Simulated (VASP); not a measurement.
# ZnO (P6_3mc) in VASP: a series of runs, part 2 of 2

VASP 6.6.1. The steps go on from the part before.

**4. Single point, PBEsol**

This run uses another cell than the first one, of 11.78 Å³/atom, 1.020 times its volume.

INCAR

```
SYSTEM = ZnO
ALGO = Normal ; EDIFF = 1E-6
ENCUT = 520 ; GGA = PS
ISIF = 2 ; ISMEAR = 0
LASPH = .True. ; LCHARG = .False.
LREAL = .False. ; LWAVE = .False.
NBANDS = 26 ; NELM = 100
PREC = Accurate ; SIGMA = 0.02
```

KPOINTS

```
k-points
0
Gamma
  12 12 6
  0 0 0
```

POSCAR

```
ZnO
1.0
    3.2304736098      0.0000000000      0.0000000000
   -1.6152368049      2.7976722123      0.0000000000
    0.0000000000      0.0000000000      5.2140756104
Zn O
2 2
Direct
    0.6666666667      0.3333333333      0.5006434761
    0.3333333333      0.6666666667      0.0006434761
    0.6666666667      0.3333333333      0.8796665239
    0.3333333333      0.6666666667      0.3796665239
```

Command:

```sh
cat potpaw_PBE.64/Zn/POTCAR potpaw_PBE.64/O/POTCAR > POTCAR
mpirun -np 1 vasp_std > vasp.out
```

It took 28 s on 1 thread of Intel Xeon 6975P-C (Granite Rapids), shared host; peak memory 0.2 GiB.

Results (log left out):

* Free energy: -19.4107 eV
* Pressure: 0.7 GPa
* Band gap on the k mesh: 0.69 eV, direct

Forces in eV/Å, atoms in the order of the input:
```
Zn   0.000  0.000  0.003
Zn   0.000  0.000  0.003
O    0.000  0.000 -0.003
O    0.000  0.000 -0.003
```

Levels at points of the mesh, in eV from the valence-band top:
| k point | band 15 | band 16 | band 17 | band 18 | band 19 | band 20 | band 21 | band 22 |
| --- | --- | --- | --- | --- | --- | --- | --- | --- |
| (0.00, 0.00, 0.00) | -0.81 | -0.09 | 0.00 | 0.00 | 0.69 | 5.15 | 8.10 | 12.83 |
| (0.50, 0.00, 0.00) | -2.88 | -2.32 | -1.33 | -0.86 | 5.73 | 6.72 | 7.43 | 8.51 |
| (0.00, 0.00, 0.50) | -0.40 | -0.40 | -0.40 | -0.40 | 3.38 | 3.38 | 9.96 | 9.96 |
| (0.50, 0.00, 0.50) | -1.54 | -1.54 | -1.41 | -1.41 | 5.58 | 5.58 | 8.40 | 8.40 |

Caveat: the PAW data sets were made with another functional, which shifts forces and pressure a little. A hybrid or GW would open this gap; PBEsol tends to underestimate it.

**5. Single point, PBEsol (strain along c alone, the other axes held: +2.0 %, then relaxed in part)**

INCAR

```
PREC = Accurate
ENCUT = 520
EDIFF = 1E-6
ISMEAR = 0
SIGMA = 0.02
LREAL = F
LASPH = T
NELM = 60
ALGO = Normal
ISIF = 2
LWAVE = F
LCHARG = T
GGA = PS
LELF = T
LVHAR = T
NBANDS = 26
```

KPOINTS

```
regular mesh
0
Gamma
  12 12 6
```

POSCAR

```
ZnO
1.0
    3.2304736098      0.0000000000      0.0000000000
   -1.6152368049      2.7976722123      0.0000000000
    0.0000000000      0.0000000000      5.3183571226
Zn O
2 2
Direct
    0.6666666667      0.3333333333      0.5030464002
    0.3333333333      0.6666666667      0.0030464002
    0.6666666667      0.3333333333      0.8772635998
    0.3333333333      0.6666666667      0.3772635998
```

Potentials or basis: VASP PAW PBE potentials, release 64 (Zn, O).

Command:

```sh
cat potpaw_PBE.64/Zn/POTCAR potpaw_PBE.64/O/POTCAR > POTCAR
mpirun -np 1 vasp_std > vasp.out
```

OUTCAR:

```text
PREC = Accurate
   ENCUT = 520
   EDIFF = 1E-6
   ISMEAR = 0
   LREAL = F
   LASPH = T
   NELM = 60
   ISIF = 2
   GGA = PS

 ion  position               nearest neighbor table
   1  0.667  0.333  0.503-   4 1.98   4 1.98   4 1.98   3 1.99
   2  0.333  0.667  0.003-   3 1.98   3 1.98   3 1.98   4 1.99
   3  0.667  0.333  0.877-   2 1.98   2 1.98   2 1.98   1 1.99
   4  0.333  0.667  0.377-   1 1.98   1 1.98   1 1.98   2 1.99

  LATTYP: Found a hexagonal cell.
 ALAT       =     3.2304736098
[... 888 lines left out ...]
     25      14.2202      0.00000
     26      14.8942      0.00000

 [... further k-points ...]
[... 5 lines left out ...]
  --------------------------------------------------------------------------------------
  -------------------------------------------------------------------------------------
  Total       -0.3400900     -0.3400900     -1.0224834      0.0000000      0.0000000      0.0000000
  in kB      -11.3361058    -11.3361058    -34.0820975      0.0000000      0.0000000      0.0000000
  external PRESSURE =     -18.9181030 kB  Pullay stress =       0.0000000 kB

 VOLUME and BASIS-vectors are now :
 -----------------------------------------------------------------------------
  energy-cutoff  :      520.00
  volume of cell :       48.07
      direct lattice vectors                 reciprocal lattice vectors
     3.230473610  0.000000000  0.000000000     0.309552134  0.178720008  0.000000000
    -1.615236805  2.797672212  0.000000000     0.000000000  0.357440016  0.000000000
     0.000000000  0.000000000  5.318357123     0.000000000  0.000000000  0.188027990

 POSITION                                       TOTAL-FORCE (eV/Angst)
 -----------------------------------------------------------------------------------
      1.61524      0.93256      2.67538         0.000000      0.000000      0.003989
     -0.00000      1.86511      0.01620        -0.000000      0.000000      0.003989
      1.61524      0.93256      4.66560        -0.000000     -0.000000     -0.003989
     -0.00000      1.86511      2.00642         0.000000      0.000000     -0.003989
 -----------------------------------------------------------------------------------
    total drift:                               -0.000000     -0.000000     -0.000342

  FREE ENERGIE OF THE ION-ELECTRON SYSTEM (eV)
  ---------------------------------------------------
  free  energy   TOTEN  =       -19.4046190847 eV

  energy  without entropy=      -19.4046190847  energy(sigma->0) =      -19.40461908
```

OSZICAR:

```text
N       E                     dE             d eps       ncg     rms          rms(c)
DAV:   1     0.293026663924E+03    0.29303E+03   -0.18148E+04  4000   0.201E+03
DAV:   2     0.102851374695E+02   -0.28274E+03   -0.26523E+03  4104   0.410E+02
DAV:   3    -0.215560798175E+02   -0.31841E+02   -0.31359E+02  4462   0.139E+02
DAV:   4    -0.222028092648E+02   -0.64673E+00   -0.64519E+00  4368   0.203E+01
DAV:   5    -0.222059713907E+02   -0.31621E-02   -0.31619E-02  4346   0.148E+00    0.138E+01
DAV:   6    -0.192812890257E+02    0.29247E+01   -0.56490E+00  6222   0.608E+01    0.886E+00
DAV:   7    -0.194544808268E+02   -0.17319E+00   -0.26176E+00  4112   0.159E+01    0.531E+00
DAV:   8    -0.194536424736E+02    0.83835E-03   -0.51826E-01  5568   0.718E+00    0.164E+00
DAV:   9    -0.194026994592E+02    0.50943E-01   -0.95777E-02  5752   0.615E+00    0.357E-01
DAV:  10    -0.194045787114E+02   -0.18793E-02   -0.37211E-02  4020   0.132E+00    0.108E-01
DAV:  11    -0.194045991470E+02   -0.20436E-04   -0.55603E-04  4376   0.212E-01    0.222E-02
DAV:  12    -0.194046201402E+02   -0.20993E-04   -0.63209E-05  4190   0.174E-01    0.162E-02
DAV:  13    -0.194046232124E+02   -0.30723E-05   -0.81646E-06  4850   0.728E-02    0.174E-02
DAV:  14    -0.194046191422E+02    0.40703E-05   -0.74719E-06  5076   0.332E-02    0.293E-03
DAV:  15    -0.194046190847E+02    0.57409E-07   -0.15681E-06  2162   0.107E-02
   1 F= -.19404619E+02 E0= -.19404619E+02  d E =-.624891E-27
```

stdout:

```text
POSCAR found type information on POSCAR ZnO
 POSCAR found :  2 types and       4 ions
 scaLAPACK will be used
 -----------------------------------------------------------------------------
|                                                                             |
|                                                                             |
|     You enforced a specific xc type in the INCAR file but a different       |
|     I HOPE YOU KNOW WHAT YOU ARE DOING!                                     |
|                                                                             |
 -----------------------------------------------------------------------------

 LDA part: xc-table for (Slater+PW92), standard interpolation
 POSCAR, INCAR and KPOINTS ok, starting setup
 FFT: planning ... GRIDC
 FFT: planning ... GRID_SOFT
 FFT: planning ... GRID
 WAVECAR not read
 entering main loop
```

Wall time 33 s (1 thread of Intel Xeon 6975P-C (Granite Rapids), shared host); peak memory 0.21 GiB.

Results:

| Property | Result |
| --- | --- |
| Free energy | -19.4046 eV |
| Pressure | -1.9 GPa |
| Largest force | 0.004 eV/Å |
| Band gap on the k mesh | 0.63 eV, direct |

Forces in eV/Å, atoms in the order of the input:
```
Zn   0.000  0.000  0.004
Zn   0.000  0.000  0.004
O    0.000  0.000 -0.004
O    0.000  0.000 -0.004
```

Stress tensor (GPa, compression positive):
```
-1.13  0.00  0.00
 0.00 -1.13  0.00
 0.00  0.00 -3.41
```

Levels at points of the mesh, in eV from the valence-band top:
```csv
k point,band 14,band 15,band 16,band 17,band 18,band 19,band 20,band 21,band 22,band 23
"(0.00, 0.00, 0.00)",-0.78,-0.78,-0.11,0.00,0.00,0.63,5.16,7.87,12.91,12.91
"(0.50, 0.00, 0.00)",-3.51,-2.85,-2.21,-1.35,-0.80,5.65,6.71,7.25,8.47,10.29
"(0.00, 0.00, 0.50)",-2.32,-0.39,-0.39,-0.39,-0.39,3.30,3.30,9.77,9.77,13.20
"(0.50, 0.00, 0.50)",-3.77,-1.47,-1.47,-1.46,-1.46,5.49,5.49,8.29,8.29,11.11
```

Caveat: the cell differs from its parent crystal (strain along c alone, the other axes held: +2.0 %, then relaxed in part); the PAW data sets were made with another functional, which shifts forces and pressure a little.

**6. Single point, PBEsol (strain along c alone, the other axes held: +4.0 %, then relaxed in part)**

INCAR

```
PREC = Accurate
ENCUT = 520
EDIFF = 1E-7
ISMEAR = 0
SIGMA = 0.02
LREAL = F
LASPH = T
NELM = 100
ALGO = Normal
ISIF = 2
LWAVE = F
LCHARG = F
GGA = PS
NBANDS = 26
```

KPOINTS is that of step 5.

POSCAR

```
ZnO
1.0
    3.2304736098      0.0000000000      0.0000000000
   -1.6152368049      2.7976722123      0.0000000000
    0.0000000000      0.0000000000      5.4226386348
Zn O
2 2
Direct
    0.6666666667      0.3333333333      0.5049681468
    0.3333333333      0.6666666667      0.0049681468
    0.6666666667      0.3333333333      0.8753418532
    0.3333333333      0.6666666667      0.3753418532
```

Potentials or basis: VASP PAW PBE potentials, release 64 (Zn, O).

Command:

```sh
cat potpaw_PBE.64/Zn/POTCAR potpaw_PBE.64/O/POTCAR > POTCAR
mpirun -np 1 vasp_std > vasp.out
```

Wall time 30 s (1 thread of Intel Xeon 6975P-C (Granite Rapids), shared host); peak memory 0.21 GiB.

Results (log left out):

| Property | Result |
| --- | --- |
| Free energy | -19.3731 eV |
| Pressure | -4.5 GPa |
| Largest force | 0.009 eV/Å |
| Band gap on the k mesh | 0.57 eV, direct |

Forces on the atoms (eV/Å):
```
Zn   0.000  0.000  0.009
Zn   0.000  0.000  0.009
O    0.000  0.000 -0.009
O    0.000  0.000 -0.009
```

Stress tensor (GPa, compression positive):
```
-2.91  0.00  0.00
 0.00 -2.91  0.00
 0.00  0.00 -7.75
```

Levels at points of the mesh, in eV from the valence-band top:
```
           k point  band 16  band 17  band 18  band 19  band 20  band 21
(0.00, 0.00, 0.00)    -0.14     0.00     0.00     0.57     5.15     7.64
(0.50, 0.00, 0.00)    -2.10    -1.37    -0.76     5.56     6.68     7.07
(0.00, 0.00, 0.50)    -0.37    -0.37    -0.37     3.22     3.22     9.58
(0.50, 0.00, 0.50)    -1.50    -1.40    -1.40     5.41     5.41     8.17
```

Caveat: the cell differs from its parent crystal (strain along c alone, the other axes held: +4.0 %, then relaxed in part); the PAW data sets were made with another functional, which shifts forces and pressure a little.

**7. Overview**

| cell | gap on the mesh (eV) | pressure (GPa) |
| --- | --- | --- |
| a = 3.230, b = 3.230, c = 5.110 Å, angles 90.0, 90.0, 120.0°, 4 atoms | 0.74 | 4.0 |
| a = 3.230, b = 3.230, c = 5.214 Å, angles 90.0, 90.0, 120.0°, 4 atoms | 0.69 | 0.7 |
| a = 3.230, b = 3.230, c = 5.318 Å, angles 90.0, 90.0, 120.0°, 4 atoms | 0.63 | -1.9 |
| a = 3.230, b = 3.230, c = 5.423 Å, angles 90.0, 90.0, 120.0°, 4 atoms | 0.57 | -4.5 |

Alike in all rows: task single point; level PBEsol; potentials or basis VASP PAW PBE potentials, release 64 (Zn, O); no spin polarisation; k mesh 12 × 12 × 6; cutoff (eV) 520; smearing gaussian 0.02 eV.

Caveats: the PAW data sets were made with another functional, which shifts forces and pressure a little.

Total energies depend on the potentials used, so only differences within one code and one set of settings carry meaning.
